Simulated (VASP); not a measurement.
# Ge (Fd-3m) in VASP: a series of runs

Runs on Ge. Level: PBEsol. Tasks: single point.

Everything below comes from runs of VASP 6.6.1. Logs are shortened: lines on timing, memory, paths and dates and some standing lists are left out, and cuts for length are marked.

**The experiment to reproduce.**

“Temperature-dependent photoluminescence in Ge: experiment and theory”, 2020, arxiv:2003.00143 reports, for a bulk crystal of Ge at 0 K: band gap 0.744 eV (indirect).

How close the calculation comes is told below.

## (1) The cell of the first run

Symmetry: Fd-3m, No. 227, cubic system. Conventional cell: a = 5.534 Å, b = 5.534 Å, c = 5.534 Å, α = 90.00°, β = 90.00°, γ = 90.00°. Within 3.2 Å of Ge (site symmetry -43m) lie 4 Ge at 2.40 Å.

## (2) Single point, PBEsol

Input file INCAR:

```
SYSTEM = Ge
PREC = Accurate ; ENCUT = 520
EDIFF = 1E-6 ; ISMEAR = 0
SIGMA = 0.15 ; LREAL = .FALSE.
LASPH = .TRUE. ; NELM = 80
ALGO = Normal ; ISIF = 2
LWAVE = .FALSE. ; LCHARG = .FALSE.
GGA = PS ; NBANDS = 21
```

Input file KPOINTS:

```
Automatic mesh
0
G
  14 14 14
  0 0 0
```

Input file POSCAR:

```
Ge
1.0
    0.0000000000      2.7669151457      2.7669151457
    2.7669151457      0.0000000000      2.7669151457
    2.7669151457      2.7669151457      0.0000000000
Ge
2
Direct
    0.5000000000      0.5000000000      0.5000000000
    0.7500000000      0.7500000000      0.7500000000
```

Potentials or basis: VASP PAW PBE potentials, release 64 (Ge_d).

Command:

```
$ cat potpaw_PBE.64/Ge_d/POTCAR > POTCAR
$ mpirun -np 1 vasp_std > vasp.out
```

OUTCAR:

```text
SYSTEM = Ge
   PREC = Accurate
   ENCUT = 520
   EDIFF = 1E-6
   ISMEAR = 0
   LREAL = .FALSE.
   LASPH = .TRUE.
   NELM = 80
   ISIF = 2
   GGA = PS

 ion  position               nearest neighbor table
   1  0.500  0.500  0.500-   2 2.40   2 2.40   2 2.40   2 2.40
   2  0.750  0.750  0.750-   1 2.40   1 2.40   1 2.40   1 2.40

  LATTYP: Found a face centered cubic cell.
 ALAT       =     5.5338302914

  Lattice vectors:

 A1 = (   0.0000000000,   2.7669151457,   2.7669151457)
 A2 = (   2.7669151457,   0.0000000000,   2.7669151457)
 A3 = (   2.7669151457,   2.7669151457,   0.0000000000)

Analysis of symmetry for initial positions (statically):
=====================================================================
 Subroutine PRICEL returns:
 Original cell was already a primitive cell.

 Routine SETGRP: Setting up the symmetry group for a
 face centered cubic supercell.

 Subroutine GETGRP returns: Found 48 space group operations
 (whereof 24 operations were pure point group operations)
 out of a pool of 48 trial point group operations.

The static configuration has the point symmetry T_d .
 The point group associated with its full space group is O_h .

Analysis of symmetry for dynamics (positions and initial velocities):
=====================================================================
 Subroutine PRICEL returns:
 Original cell was already a primitive cell.

 Routine SETGRP: Setting up the symmetry group for a
 face centered cubic supercell.

 Subroutine GETGRP returns: Found 48 space group operations
 (whereof 24 operations were pure point group operations)
 out of a pool of 48 trial point group operations.

The dynamic configuration has the point symmetry T_d .
 The point group associated with its full space group is O_h .

 Subroutine INISYM returns: Found 48 space group operations
 (whereof 24 operations are pure point group operations),
 and found     1 'primitive' translations

----------------------------------------------------------------------------------------

                                     Primitive cell

  volume of cell :      42.3660

  direct lattice vectors                    reciprocal lattice vectors
     0.000000000  2.766915146  2.766915146    -0.180706662  0.180706662  0.180706662
     2.766915146  0.000000000  2.766915146     0.180706662 -0.180706662  0.180706662
     2.766915146  2.766915146  0.000000000     0.180706662  0.180706662 -0.180706662

  length of vectors
     3.913008925  3.913008925  3.913008925     0.312993120  0.312993120  0.312993120
[... 74 lines left out ...]
   ICHARG =      2    charge: 1-file 2-atom 10-const
   ISPIN  =      1    spin polarized calculation?
   LNONCOLLINEAR =      F non collinear calculations
   LSORBIT =      F    spin-orbit coupling
   LASPH  =      T    aspherical Exc in radial PAW
   ENCUT  =  520.0 eV  38.22 Ry    6.18 a.u.   7.28  7.28  7.28*2*pi/ulx,y,z
   NELM   =     80;   NELMIN=  2; NELMDL= -5     # of ELM steps
   EDIFF  = 0.1E-05   stopping-criterion for ELM
   LREAL  =      F    real-space projection
   EDIFFG = 0.1E-04   stopping-criterion for IOM
   NSW    =      0    number of steps for IOM
   IBRION =     -1    ionic relax: 0-MD 1-quasi-New 2-CG
   NFREE  =      0    steps in history (QN), initial steepest desc. (CG)
   ISIF   =      2    stress and relaxation
   ISYM   =      2    0-nonsym 1-usesym 2-fastsym
   POTIM  = 0.5000    time-step for ionic-motion
   TEBEG  =    0.0;   TEEND  =   0.0 temperature during run
   PSTRESS=    0.0 pullay stress
   NELECT =      28.0000    total number of electrons
   NUPDOWN=      -1.0000    fix difference up-down
   EMIN   =  10.00;   EMAX   =-10.00  energy-range for DOS
   EFERMI =   0.00;   METHOD = LEGACY
   ISMEAR =     0;   SIGMA  =   0.15  broadening in eV -4-tet -1-fermi 0-gaus
   EFERMI_NEDOS =   21; number of points for ismear=-14 and -15
   IALGO  =     38    algorithm
   IMIX   =      4    mixing-type and parameters
     AMIX     =   0.40;   BMIX     =  1.00
     AMIX_MAG =   1.60;   BMIX_MAG =  1.00
  volume/ion in A,a.u.               =      21.18       142.95
  Fermi-wavevector in a.u.,A,eV,Ry     =   1.426007  2.694763 27.667394  2.033496
  Thomas-Fermi vector in A             =   2.546330
   LORBIT       =      0    0 simple, 1 ext, 2 COOP (PROOUT), +10 PAW based schemes
   GGA     = PS    functional components
   LHFCALC =     F    Hartree Fock is set to
   AEXX    =    0.0000 exact exchange contribution
   IVDW    =     0    specifies the selected vdW correction
   LEPSILON=     F    determine dielectric tensor
   LRPA    =     F    only Hartree local field effects (RPA)
 non-spin polarized calculation
 Gauss-broadening in eV      SIGMA  =   0.15
  energy-cutoff  :      520.00
  volume of cell :       42.37
 maximum number of plane-waves:      1158
 NGX is ok and might be reduce to    30
   NGX = 15   NGY = 15   NGZ = 15

 number of electron      27.9999985 magnetization

 Free energy of the ion-electron system (eV)
  ---------------------------------------------------
  ext. energy  EPLUGINS =         0.00000000
  ---------------------------------------------------
  free energy    TOTEN  =        -9.81591936 eV

  energy without entropy =       -9.81579015  energy(sigma->0) =       -9.81585475

 E-fermi :   5.6791     XC(G=0): -10.4482

 val. band max:        5.5318889469   @ k =   0.0000   0.0000   0.0000
 cond. band min:       5.8662327729   @ k =   0.5000   0.0000   0.0000
 fundamental gap:      0.3343438259
 Fermi energy:         5.6791074089

 k-point     1 :       0.0000    0.0000    0.0000
  band No.  band energies     occupation
      1     -19.3375      2.00000
      2     -19.3375      2.00000
      3     -19.3375      2.00000
      4     -19.2954      2.00000
      5     -19.2954      2.00000
      6     -19.0442      2.00000
[... 565 lines left out ...]
     20      14.9706      0.00000
     21      15.4853      0.00000

 [... further k-points ...]
[... 5 lines left out ...]
  --------------------------------------------------------------------------------------
  -------------------------------------------------------------------------------------
  Total        1.5866603      1.5866603      1.5866603      0.0000000      0.0000000      0.0000000
  in kB       60.0035601     60.0035601     60.0035601      0.0000000      0.0000000      0.0000000
  external PRESSURE =      60.0035601 kB  Pullay stress =       0.0000000 kB

 VOLUME and BASIS-vectors are now :
 -----------------------------------------------------------------------------
  energy-cutoff  :      520.00
  volume of cell :       42.37
      direct lattice vectors                 reciprocal lattice vectors
     0.000000000  2.766915146  2.766915146    -0.180706662  0.180706662  0.180706662
     2.766915146  0.000000000  2.766915146     0.180706662 -0.180706662  0.180706662
     2.766915146  2.766915146  0.000000000     0.180706662  0.180706662 -0.180706662

 POSITION                                       TOTAL-FORCE (eV/Angst)
 -----------------------------------------------------------------------------------
      2.76692      2.76692      2.76692        -0.000000     -0.000000     -0.000000
      4.15037      4.15037      4.15037         0.000000      0.000000      0.000000
 -----------------------------------------------------------------------------------
    total drift:                                0.000000     -0.000000     -0.000000

  FREE ENERGIE OF THE ION-ELECTRON SYSTEM (eV)
  ---------------------------------------------------
  free  energy   TOTEN  =        -9.8159193608 eV

  energy  without entropy=       -9.8157901458  energy(sigma->0) =       -9.81585475
```

stdout:

```text
POSCAR found type information on POSCAR Ge
 POSCAR found :  1 types and       2 ions
 scaLAPACK will be used
 -----------------------------------------------------------------------------
|                                                                             |
|                                                                             |
|     You enforced a specific xc type in the INCAR file but a different       |
|     I HOPE YOU KNOW WHAT YOU ARE DOING!                                     |
|                                                                             |
 -----------------------------------------------------------------------------

 LDA part: xc-table for (Slater+PW92), standard interpolation
 POSCAR, INCAR and KPOINTS ok, starting setup
 FFT: planning ... GRIDC
 FFT: planning ... GRID_SOFT
 FFT: planning ... GRID
 WAVECAR not read
 entering main loop
```

Run time: 56 s. Hardware: 1 thread of AMD EPYC 9R45 (Zen 5), shared host; peak memory 0.18 GiB.

Results:

* Free energy: -9.8159 eV
* Pressure: 6.0 GPa
* Band gap on the k mesh: 0.33 eV (least direct gap 0.61 eV)

Caveat: the cell stands under pressure; semilocal functionals underestimate gaps, and a narrow one can read as zero; the PAW data sets were made with another functional, which shifts forces and pressure a little. A k mesh can miss the band edges.

## (3) Single point, PBEsol

This run uses another cell than the first one, of 21.73 Å³/atom.

Input file INCAR:

```
SYSTEM = Ge
PREC = Accurate
ENCUT = 520
EDIFF = 1E-6
ISMEAR = 0
SIGMA = 0.15
LREAL = .FALSE.
LASPH = .TRUE.
NELM = 100
ALGO = Normal
ISIF = 2
LWAVE = .FALSE.
LCHARG = .TRUE.
GGA = PS
LELF = .TRUE.
LVHAR = .TRUE.
NBANDS = 21
```

KPOINTS is that of step 2.

Input file POSCAR:

```
Ge
1.0
    0.0000000000      2.7904693977      2.7904693977
    2.7904693977      0.0000000000      2.7904693977
    2.7904693977      2.7904693977      0.0000000000
Ge
2
Direct
    0.5000000000      0.5000000000      0.5000000000
    0.7500000000      0.7500000000      0.7500000000
```

Potentials or basis: VASP PAW PBE potentials, release 64 (Ge_d).

Command:

```
$ cat potpaw_PBE.64/Ge_d/POTCAR > POTCAR
$ mpirun -np 1 vasp_std > vasp.out
```

Run time: 59 s. Hardware: 1 thread of AMD EPYC 9R45 (Zen 5), shared host; peak memory 0.18 GiB.

It converged, with:

```
Free energy            : -9.8495 eV
Pressure               : 3.7 GPa
Band gap on the k mesh : 0.25 eV (least direct gap 0.37 eV)
```

Levels at points of the mesh, in eV from the valence-band top:
```tsv
k point	band 12	band 13	band 14	band 15	band 16	band 17
(0.00, 0.00, 0.00)	0.00	0.00	0.00	0.37	2.55	2.55
(0.50, 0.00, 0.00)	-7.83	-1.47	-1.47	0.25	3.73	3.73
(0.50, 0.50, 0.00)	-9.06	-3.24	-3.24	0.61	0.61	9.84
```

Caveat: the cell stands under pressure; semilocal functionals underestimate gaps, and a narrow one can read as zero; the PAW data sets were made with another functional, which shifts forces and pressure a little.

## (4) Single point, PBEsol

This run uses another cell than the first one, of 22.29 Å³/atom.

Input file INCAR:

```
SYSTEM = Ge
PREC = Accurate
ENCUT = 520
EDIFF = 1E-6
ISMEAR = 0
SIGMA = 0.15
LREAL = .False.
LASPH = .True.
NELM = 80
ALGO = Normal
ISIF = 2
LWAVE = .False.
LCHARG = .True.
GGA = PS
LELF = .True.
LVHAR = .True.
NBANDS = 21
```

Input file KPOINTS:

```
Automatic mesh
0
Gamma
  14 14 14
  0 0 0
```

Input file POSCAR:

```
Ge
1.0
    0.0000000000      2.8143074359      2.8143074359
    2.8143074359      0.0000000000      2.8143074359
    2.8143074359      2.8143074359      0.0000000000
Ge
2
Direct
    0.5000000000      0.5000000000      0.5000000000
    0.7500000000      0.7500000000      0.7500000000
```

Potentials or basis: VASP PAW PBE potentials, release 64 (Ge_d).

Command:

```
$ cat potpaw_PBE.64/Ge_d/POTCAR > POTCAR
$ mpirun -np 1 vasp_std > vasp.out
```

OUTCAR:

```text
SYSTEM = Ge
   PREC = Accurate
   ENCUT = 520
   EDIFF = 1E-6
   ISMEAR = 0
   LREAL = .False.
   LASPH = .True.
   NELM = 80
   ISIF = 2
   GGA = PS

 ion  position               nearest neighbor table
   1  0.500  0.500  0.500-   2 2.44   2 2.44   2 2.44   2 2.44
   2  0.750  0.750  0.750-   1 2.44   1 2.44   1 2.44   1 2.44

  LATTYP: Found a face centered cubic cell.
 ALAT       =     5.6286148718

  Lattice vectors:

 A1 = (   0.0000000000,   2.8143074359,   2.8143074359)
 A2 = (   2.8143074359,   0.0000000000,   2.8143074359)
 A3 = (   2.8143074359,   2.8143074359,   0.0000000000)

Analysis of symmetry for initial positions (statically):
=====================================================================
 Subroutine PRICEL returns:
 Original cell was already a primitive cell.

 Routine SETGRP: Setting up the symmetry group for a
 face centered cubic supercell.

 Subroutine GETGRP returns: Found 48 space group operations
 (whereof 24 operations were pure point group operations)
 out of a pool of 48 trial point group operations.

The static configuration has the point symmetry T_d .
 The point group associated with its full space group is O_h .

Analysis of symmetry for dynamics (positions and initial velocities):
=====================================================================
 Subroutine PRICEL returns:
 Original cell was already a primitive cell.

 Routine SETGRP: Setting up the symmetry group for a
 face centered cubic supercell.

 Subroutine GETGRP returns: Found 48 space group operations
 (whereof 24 operations were pure point group operations)
 out of a pool of 48 trial point group operations.

The dynamic configuration has the point symmetry T_d .
 The point group associated with its full space group is O_h .

 Subroutine INISYM returns: Found 48 space group operations
 (whereof 24 operations are pure point group operations),
 and found     1 'primitive' translations

[... 104 lines left out ...]
   PSTRESS=    0.0 pullay stress
   NELECT =      28.0000    total number of electrons
   NUPDOWN=      -1.0000    fix difference up-down
   EMIN   =  10.00;   EMAX   =-10.00  energy-range for DOS
   EFERMI =   0.00;   METHOD = LEGACY
   ISMEAR =     0;   SIGMA  =   0.15  broadening in eV -4-tet -1-fermi 0-gaus
   EFERMI_NEDOS =   21; number of points for ismear=-14 and -15
   IALGO  =     38    algorithm
   IMIX   =      4    mixing-type and parameters
     AMIX     =   0.40;   BMIX     =  1.00
     AMIX_MAG =   1.60;   BMIX_MAG =  1.00
  volume/ion in A,a.u.               =      22.29       150.42
  Fermi-wavevector in a.u.,A,eV,Ry     =   1.401993  2.649383 26.743414  1.965586
  Thomas-Fermi vector in A             =   2.524799
   LORBIT       =      0    0 simple, 1 ext, 2 COOP (PROOUT), +10 PAW based schemes
   GGA     = PS    functional components
   LHFCALC =     F    Hartree Fock is set to
   AEXX    =    0.0000 exact exchange contribution
   IVDW    =     0    specifies the selected vdW correction
   LEPSILON=     F    determine dielectric tensor
   LRPA    =     F    only Hartree local field effects (RPA)
 non-spin polarized calculation
 Gauss-broadening in eV      SIGMA  =   0.15
  energy-cutoff  :      520.00
  volume of cell :       44.58
 maximum number of plane-waves:      1243
 NGX is ok and might be reduce to    30
   NGX = 15   NGY = 15   NGZ = 15

 number of electron      28.0000032 magnetization

 Free energy of the ion-electron system (eV)
  ---------------------------------------------------
  ext. energy  EPLUGINS =         0.00000000
  ---------------------------------------------------
  free energy    TOTEN  =        -9.86882458 eV

  energy without entropy =       -9.86838014  energy(sigma->0) =       -9.86860236

 E-fermi :   5.0826     XC(G=0): -10.2028

 val. band max:        5.0130077905   @ k =   0.0000   0.0000   0.0000
 cond. band min:       5.1485709394   @ k =   0.0000   0.0000   0.0000
 fundamental gap:      0.1355631489
 Fermi energy:         5.0826077833

 k-point     1 :       0.0000    0.0000    0.0000
  band No.  band energies     occupation
      1     -19.7726      2.00000
      2     -19.7726      2.00000
      3     -19.7726      2.00000
      4     -19.7348      2.00000
      5     -19.7348      2.00000
      6     -19.5140      2.00000
[... 565 lines left out ...]
     20      14.2602      0.00000
     21      14.8231      0.00000

 [... further k-points ...]
[... 5 lines left out ...]
  --------------------------------------------------------------------------------------
  -------------------------------------------------------------------------------------
  Total        0.4723554      0.4723554      0.4723554      0.0000000     -0.0000000      0.0000000
  in kB       16.9759801     16.9759801     16.9759801      0.0000000     -0.0000000      0.0000000
  external PRESSURE =      16.9759801 kB  Pullay stress =       0.0000000 kB

 VOLUME and BASIS-vectors are now :
 -----------------------------------------------------------------------------
  energy-cutoff  :      520.00
  volume of cell :       44.58
      direct lattice vectors                 reciprocal lattice vectors
     0.000000000  2.814307436  2.814307436    -0.177663603  0.177663603  0.177663603
     2.814307436  0.000000000  2.814307436     0.177663603 -0.177663603  0.177663603
     2.814307436  2.814307436  0.000000000     0.177663603  0.177663603 -0.177663603

 POSITION                                       TOTAL-FORCE (eV/Angst)
 -----------------------------------------------------------------------------------
      2.81431      2.81431      2.81431         0.000000      0.000000      0.000000
      4.22146      4.22146      4.22146        -0.000000     -0.000000     -0.000000
 -----------------------------------------------------------------------------------
    total drift:                                0.000000     -0.000000     -0.000000

  FREE ENERGIE OF THE ION-ELECTRON SYSTEM (eV)
  ---------------------------------------------------
  free  energy   TOTEN  =        -9.8688245801 eV

  energy  without entropy=       -9.8683801411  energy(sigma->0) =       -9.86860236
```

stdout:

```text
POSCAR found type information on POSCAR Ge
 POSCAR found :  1 types and       2 ions
 scaLAPACK will be used
 -----------------------------------------------------------------------------
|                                                                             |
|                                                                             |
|     You enforced a specific xc type in the INCAR file but a different       |
|     I HOPE YOU KNOW WHAT YOU ARE DOING!                                     |
|                                                                             |
 -----------------------------------------------------------------------------

 LDA part: xc-table for (Slater+PW92), standard interpolation
 POSCAR, INCAR and KPOINTS ok, starting setup
 FFT: planning ... GRIDC
 FFT: planning ... GRID_SOFT
 FFT: planning ... GRID
 WAVECAR not read
 entering main loop
```

Run time: 58 s. Hardware: 1 thread of AMD EPYC 9R45 (Zen 5), shared host; peak memory 0.18 GiB.

What came out:

| Property | Result |
| --- | --- |
| Free energy | -9.8688 eV |
| Pressure | 1.7 GPa |
| Band gap on the k mesh | 0.14 eV |

Levels at points of the mesh, in eV from the valence-band top:
```csv
k point,band 12,band 13,band 14,band 15,band 16,band 17
"(0.00, 0.00, 0.00)",0.00,0.00,0.00,0.14,2.54,2.54
"(0.50, 0.00, 0.00)",-7.70,-1.43,-1.43,0.17,3.72,3.72
"(0.50, 0.50, 0.00)",-8.96,-3.14,-3.14,0.65,0.65,9.62
```

Caveat: semilocal functionals underestimate gaps, and a narrow one can read as zero; the PAW data sets were made with another functional, which shifts forces and pressure a little. A k mesh can miss the band edges.

(Part 1 of 2 ends here.)

The gap in the log of VASP goes by the Fermi energy; the results here count the filled bands.